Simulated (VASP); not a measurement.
Runs of VASP 6.6.1 on Si2C. The structure is that of space group P6_3/mmc (No. 194), or close to it. The cells are those of the table. 

```csv
task,spin,cell,k mesh,cutoff (eV),gap on the mesh (eV),pressure (GPa),moment (μB),relaxed volume (Å³/atom),largest force (eV/Å)
single point,"collinear, ferromagnetic start","a = 2.931, b = 2.931, c = 8.817 Å, angles 90.0, 90.0, 120.0°, 6 atoms",6 × 6 × 2,520,none,0.1,0.00,-,0.02
single point,off,"a = 2.931, b = 2.931, c = 8.817 Å, angles 90.0, 90.0, 120.0°, 6 atoms",6 × 6 × 2,520,none,0.1,-,-,0.02
single point,off,"a = 2.752, b = 2.752, c = 10.848 Å, angles 90.0, 90.0, 120.0°, 6 atoms",6 × 6 × 2,520,none,-4.5,-,-,1.67
relaxation of cell and atoms,off,"relaxed from a = 2.931, b = 2.931, c = 8.817 Å, angles 90.0, 90.0, 120.0°, 6 atoms",12 × 12 × 4,600,none,0.1,-,10.90,-
single point,off,"a = 2.923, b = 2.923, c = 8.842 Å, angles 90.0, 90.0, 120.0°, 6 atoms",12 × 12 × 4,520,none,0.0,-,-,0.02
single point,"collinear, ferromagnetic start","a = 2.752, b = 2.752, c = 10.848 Å, angles 90.0, 90.0, 120.0°, 6 atoms",6 × 6 × 2,520,none,-4.4,0.00,-,1.67
relaxation of cell and atoms,off,"relaxed from a = 2.752, b = 2.752, c = 10.848 Å, angles 90.0, 90.0, 120.0°, 6 atoms",6 × 6 × 2,600,none,0.0,-,(a),0.01
```

Alike in all rows: level PBE; potentials or basis VASP PAW PBE potentials, release 64 (Si, C); smearing gaussian 0.1 eV.

**Question.** Estimate the missing entries.

**Answer.** (a) 10.93.

Caveats: some runs use coarse meshes; forces of over 1 eV/Å act on the atoms, so gaps and moduli don't describe the material at rest (some runs).

A gap of «none» marks levels without a gap at the run's occupations.
